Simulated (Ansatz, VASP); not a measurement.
## Two plane-wave programs on Ta2H

The input INCAR:

```
SYSTEM = Ta2H
PREC = Accurate ; ENCUT = 520
EDIFF = 1E-6 ; ISMEAR = 1
SIGMA = 0.1 ; LREAL = .FALSE.
LASPH = .TRUE. ; NELM = 100
ALGO = Normal ; ISIF = 2
LWAVE = .FALSE. ; LCHARG = .FALSE.
NBANDS = 18
```

KPOINTS

```
Automatic mesh
0
G
  10 10 6
  0 0 0
```

POSCAR

```
Ta2H
1.0
    2.9190640000      0.0000000000      0.0000000000
    1.1117173487      2.6990774669      0.0000000000
   -0.4934939077     -0.3304516349      4.8476384120
Ta H
2 1
Direct
    0.2336440000      0.2336440000      0.2625630000
    0.7663560000      0.7663560000      0.7374370000
    0.5000000000      0.5000000000      0.0000000000
```

Input for Ansatz:

```yaml
crystal:
  lattice:
    a: 2.919064
    b: 2.919064
    c: 4.883885
    alpha: 95.79937
    beta: 95.79937
    gamma: 67.61383
  atoms:
    - { symbol: Ta, position: [0.233644, 0.233644, 0.262563] }
    - { symbol: Ta, position: [0.766356, 0.766356, 0.737437] }
    - { symbol: H, position: [0.5, 0.5, 0.0] }
kpoints:
  mp_grid:
    grid: [10, 10, 6]
hamiltonian:
  xc: lda
scf:
  occupations:
    method: cold
    width: 0.1
output:
  stress: true
```

Alike in both runs: task single point; functional LDA; k mesh 10 × 10 × 6; no spin polarisation.

|  | VASP | Ansatz |
| --- | --- | --- |
| version | VASP 6.6.1 | Ansatz 0.2.0 |
| potentials or method | VASP PAW LDA potentials, release 64 (Ta_pv, H) | plane waves, PAW |
| plane-wave cutoff (eV) | 520 | 420 |
| occupations | methfessel-paxton of order 1, width 0.1 eV | cold, width 0.1 eV |
| valence electrons in the cell | 23 | 27 |

```tsv
	VASP	Ansatz	Ansatz less VASP
pressure (GPa)	-8.1	-8.9	-0.76
traceless stress, the component that is largest in VASP (GPa)	-0.08	-0.10	-0.023
```

LDA's correlation is that of Perdew and Zunger in VASP and of Perdew and Wang (1992) in Ansatz. VASP's potentials hold 23 valence electrons a cell and Ansatz's 27, so a difference there can come from the potentials and not from the codes.

Neither program's run includes spin-orbit coupling.
